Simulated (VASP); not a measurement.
# HfSiO4 (F-43m) in VASP: a series of runs, part 2 of 2

VASP 6.6.1.

### Step 3. Single point, r2SCAN+rVV10

This run uses another cell than the first one, of 10.20 Å³/atom, 1.016 times its volume.

POSCAR reads:

```
HfSiO4
1.0
    0.0000000000      3.1282651944      3.1282651944
    3.1282651944      0.0000000000      3.1282651944
    3.1282651944      3.1282651944      0.0000000000
Hf Si O
1 1 4
Direct
    0.2500000000      0.2500000000      0.2500000000
    0.0000000000      0.0000000000      0.0000000000
    0.6236990886      0.6236990886      0.6236990886
    0.6236990886      0.6236990886      0.1289027343
    0.6236990886      0.1289027343      0.6236990886
    0.1289027343      0.6236990886      0.6236990886
```

INCAR.step1 reads:

```
PREC = Accurate
ENCUT = 520
ISMEAR = -1
SIGMA = 0.03
LREAL = False
LASPH = True
NELM = 80
NBANDS = 28
GGA = PE
ALGO = Normal
EDIFF = 1E-4
LWAVE = True
LCHARG = False
```

INCAR.step2 reads:

```
PREC = Accurate
ENCUT = 520
EDIFF = 1E-7
ISMEAR = -1
SIGMA = 0.03
LREAL = False
LASPH = True
NELM = 80
ALGO = Normal
ISIF = 2
LWAVE = False
LCHARG = False
METAGGA = R2SCAN
LMIXTAU = True
LUSE_VDW = True
IVDW_NL = 2
BPARAM = 11.95
CPARAM = 0.0093
NBANDS = 28
ISTART = 1
```

KPOINTS reads:

```
Automatic mesh
0
Gamma
  8 8 8
```

Potentials or basis: VASP PAW PBE potentials, release 64 (Hf_pv, Si, O).

The run is started by

```console
$ cat potpaw_PBE.64/Hf_pv/POTCAR potpaw_PBE.64/Si/POTCAR potpaw_PBE.64/O/POTCAR > POTCAR
$ cp INCAR.step1 INCAR
$ mpirun -np 1 vasp_std > vasp.out
$ cp INCAR.step2 INCAR
$ mpirun -np 1 vasp_std > vasp.out
```

OUTCAR:

```text
PREC = Accurate
   ENCUT = 520
   EDIFF = 1E-7
   ISMEAR = -1
   LREAL = False
   LASPH = True
   NELM = 80
   ISIF = 2
   METAGGA = R2SCAN
   IVDW_NL = 2
   BPARAM = 11.95
   ISTART = 1

 ion  position               nearest neighbor table
   1  0.250  0.250  0.250-   5 2.59   6 2.59   4 2.59   6 2.59   4 2.59   5 2.59   3 2.59   3 2.59
                             3 2.59   4 2.59   5 2.59   6 2.59   2 2.71   2 2.71   2 2.71   2 2.71
   2  0.000  0.000  0.000-   1 2.71   1 2.71   1 2.71   1 2.71
   3  0.624  0.624  0.624-   1 2.59   1 2.59   1 2.59
   4  0.624  0.624  0.129-   1 2.59   1 2.59   1 2.59
[... 954 lines left out ...]
  -------------------------------------------------------------------------------------
  Total       -0.4008930     -0.4008930     -0.4008930     -0.0000000      0.0000000      0.0000000
  in kB      -10.4905541    -10.4905541    -10.4905541     -0.0000000      0.0000000      0.0000000
  external PRESSURE =     -10.4905541 kB  Pullay stress =       0.0000000 kB

 VOLUME and BASIS-vectors are now :
 -----------------------------------------------------------------------------
  energy-cutoff  :      520.00
  volume of cell :       61.23
      direct lattice vectors                 reciprocal lattice vectors
     0.000000000  3.128265194  3.128265194    -0.159832997  0.159832997  0.159832997
     3.128265194  0.000000000  3.128265194     0.159832997 -0.159832997  0.159832997
     3.128265194  3.128265194  0.000000000     0.159832997  0.159832997 -0.159832997

 POSITION                                       TOTAL-FORCE (eV/Angst)
 -----------------------------------------------------------------------------------
      1.56413      1.56413      1.56413        -0.000000     -0.000000     -0.000000
      0.00000      0.00000      0.00000        -0.000000     -0.000000     -0.000000
      3.90219      3.90219      3.90219         0.035578      0.035578      0.035578
      2.35434      2.35434      3.90219        -0.035578     -0.035578      0.035578
      2.35434      3.90219      2.35434        -0.035578      0.035578     -0.035578
      3.90219      2.35434      2.35434         0.035578     -0.035578     -0.035578
 -----------------------------------------------------------------------------------
    total drift:                               -0.000002     -0.000002     -0.000002

  FREE ENERGIE OF THE ION-ELECTRON SYSTEM (eV)
  ---------------------------------------------------
  free  energy   TOTEN  =       -74.3278335140 eV

  energy  without entropy=      -74.3096043591  energy(sigma->0) =      -74.31871894
```

OSZICAR.step1:

```text
N       E                     dE             d eps       ncg     rms          rms(c)
DAV:   1     0.181096463087E+03    0.18110E+03   -0.21338E+04  1632   0.132E+03
DAV:   2    -0.281548800340E+02   -0.20925E+03   -0.19996E+03  2020   0.301E+02
DAV:   3    -0.396327416779E+02   -0.11478E+02   -0.11281E+02  1920   0.623E+01
DAV:   4    -0.397522110462E+02   -0.11947E+00   -0.11887E+00  1904   0.692E+00
DAV:   5    -0.397535603057E+02   -0.13493E-02   -0.13487E-02  1876   0.636E-01    0.271E+01
DAV:   6    -0.369193745279E+02    0.28342E+01   -0.74971E+01  1728   0.297E+01    0.412E+01
DAV:   7    -0.331890309569E+02    0.37303E+01   -0.13918E+01  1716   0.153E+01    0.223E+01
DAV:   8    -0.342497662831E+02   -0.10607E+01   -0.66185E+00  1792   0.908E+00    0.856E+00
DAV:   9    -0.330843625618E+02    0.11654E+01   -0.30578E+00  1720   0.579E+00    0.188E+00
DAV:  10    -0.330469364163E+02    0.37426E-01   -0.14126E-01  1920   0.181E+00    0.142E+00
DAV:  11    -0.330420838148E+02    0.48526E-02   -0.59081E-03  1888   0.455E-01    0.357E-01
DAV:  12    -0.330408919531E+02    0.11919E-02   -0.49731E-03  1856   0.294E-01    0.109E-01
DAV:  13    -0.330408318644E+02    0.60089E-04   -0.47293E-04  1768   0.128E-01
   1 F= -.33040832E+02 E0= -.33031792E+02  d E =-.180804E-01
```

It took 4.7 min on 1 thread of Intel Xeon Platinum 8375C at 2.90GHz (Ice Lake), shared host; peak memory 0.41 GiB.

Results:

| Property | Result |
| --- | --- |
| Free energy | -74.3278 eV |
| Pressure | -1.0 GPa |
| Largest force | 0.062 eV/Å |
| Band gap on the k mesh | zero (band 19 reaches 6.86 eV, above the bottom of band 20 at 6.03 eV) |

Forces on the atoms (eV/Å):
```
Hf   0.000  0.000  0.000
Si   0.000  0.000  0.000
O    0.036  0.036  0.036
O   -0.036 -0.036  0.036
O   -0.036  0.036 -0.036
O    0.036 -0.036 -0.036
```

Caveat: the PAW data sets were made with another functional, which shifts forces and pressure a little; spin-orbit coupling is left out, which moves the levels of the heavy elements.

### Step 4. Relaxation of cell and atoms, PBEsol

This run uses another cell than the first one, of 10.67 Å³/atom, 1.062 times its volume.

INCAR reads:

```
SYSTEM = HfSiO4
  ALGO = Normal
  EDIFF = 1E-6
  EDIFFG = -0.01
  ENCUT = 600
  GGA = PS
  IBRION = 2
  ISIF = 3
  ISMEAR = -1
  LASPH = .True.
  LCHARG = .False.
  LREAL = .False.
  LWAVE = .False.
  NELM = 100
  NSW = 100
  PREC = Accurate
  SIGMA = 0.03
```

KPOINTS reads:

```
k-points
0
Gamma
  6 6 6
  0 0 0
```

POSCAR reads:

```
HfSiO4
1.0
    0.0000000000      3.1754538400      3.1754538400
    3.1754538400      0.0000000000      3.1754538400
    3.1754538400      3.1754538400      0.0000000000
Hf Si O
1 1 4
Direct
    0.2500000000      0.2500000000      0.2500000000
    0.0000000000      0.0000000000      0.0000000000
    0.6260209800      0.6260209800      0.6260209800
    0.6260209800      0.6260209800      0.1219370600
    0.6260209800      0.1219370600      0.6260209800
    0.1219370600      0.6260209800      0.6260209800
```

The run is started by

```console
$ cat potpaw_PBE.64/Hf_pv/POTCAR potpaw_PBE.64/Si/POTCAR potpaw_PBE.64/O/POTCAR > POTCAR
$ mpirun -np 1 vasp_std > vasp.out
```

It took 93 s on 1 thread of Intel Xeon Platinum 8375C at 2.90GHz (Ice Lake), shared host; peak memory 0.22 GiB.

Results (log left out):

* Free energy: -35.6535 eV
* Relaxed volume: 9.98 Å³/atom
* Relaxed cell: a = 4.391 Å, b = 4.391 Å, c = 4.391 Å, α = 60.00°, β = 60.00°, γ = 60.00°
* Space group after relaxing (to 0.05 Å): F-43m (No. 216)
* Energy gained by relaxing: 28.7 meV/atom
* Ionic steps: 4
* Pressure after relaxing: 0.0 GPa
* Largest force after relaxing: 0.009 eV/Å
* Band gap on the k mesh: zero (band 19 reaches 7.16 eV, above the bottom of band 20 at 6.36 eV)

Forces on the atoms (eV/Å):
```
Hf   0.000  0.000  0.000
Si   0.000  0.000  0.000
O    0.005  0.005  0.005
O   -0.005 -0.005  0.005
O   -0.005  0.005 -0.005
O    0.005 -0.005 -0.005
```

Step by step:
```csv
step,energy change (eV),largest force (eV/Å),pressure (GPa),volume (Å³)
1,0.0000,0.5130,-10.54,64.04
2,-0.1274,0.0710,6.95,57.75
3,-0.1696,0.1660,0.41,59.72
4,-0.1721,0.0095,0.04,59.86
```

Final structure:
```yaml
crystal:
  lattice:
    - [0.00000, 3.10487, 3.10487]
    - [3.10487, 0.00000, 3.10487]
    - [3.10487, 3.10487, 0.00000]
  atoms:
    - { symbol: Hf, position: [0.25000, 0.25000, 0.25000] }
    - { symbol: Si, position: [0.00000, 0.00000, 0.00000] }
    - { symbol: O, position: [0.62380, 0.62380, 0.62380] }
    - { symbol: O, position: [0.62380, 0.62380, 0.12861] }
    - { symbol: O, position: [0.62380, 0.12861, 0.62380] }
    - { symbol: O, position: [0.12861, 0.62380, 0.62380] }
```

Levels at points of the mesh, in eV from the Fermi level:
| k point | band 17 | band 18 | band 19 | band 20 | band 21 | band 22 |
| --- | --- | --- | --- | --- | --- | --- |
| (0.00, 0.00, 0.00) | -0.51 | -0.31 | -0.31 | -0.31 | 1.05 | 1.05 |
| (0.50, 0.00, 0.00) | -2.39 | -0.46 | 0.48 | 0.48 | 0.79 | 1.16 |
| (0.50, 0.50, 0.00) | -2.95 | -1.31 | 0.06 | 0.06 | 0.45 | 0.45 |

Caveat: the PAW data sets were made with another functional, which shifts forces and pressure a little; spin-orbit coupling is left out, which moves the levels of the heavy elements.

### Step 5. The runs side by side

```tsv
task	level	cell	k mesh	cutoff (eV)	gap on the mesh (eV)	pressure (GPa)	largest force (eV/Å)
single point	PBEsol	a = 4.401 Å, angles 60.0°, 6 atoms	6 × 6 × 6	520	none	-1.1	0.01
single point	r2SCAN+rVV10	a = 4.424 Å, angles 60.0°, 6 atoms	8 × 8 × 8	520	none	-1.0	0.06
relaxation of cell and atoms	PBEsol	relaxed from a = 4.491 Å, angles 60.0°, 6 atoms	6 × 6 × 6	600	none	0.0	0.01
```

Alike in all rows: potentials or basis VASP PAW PBE potentials, release 64 (Hf_pv, Si, O); no spin polarisation; smearing fermi-dirac 0.03 eV.

Caveats: the PAW data sets were made with another functional, which shifts forces and pressure a little; spin-orbit coupling is left out, which moves the levels of the heavy elements.

Total energies depend on the potentials used, so only differences within one code and one set of settings carry meaning.
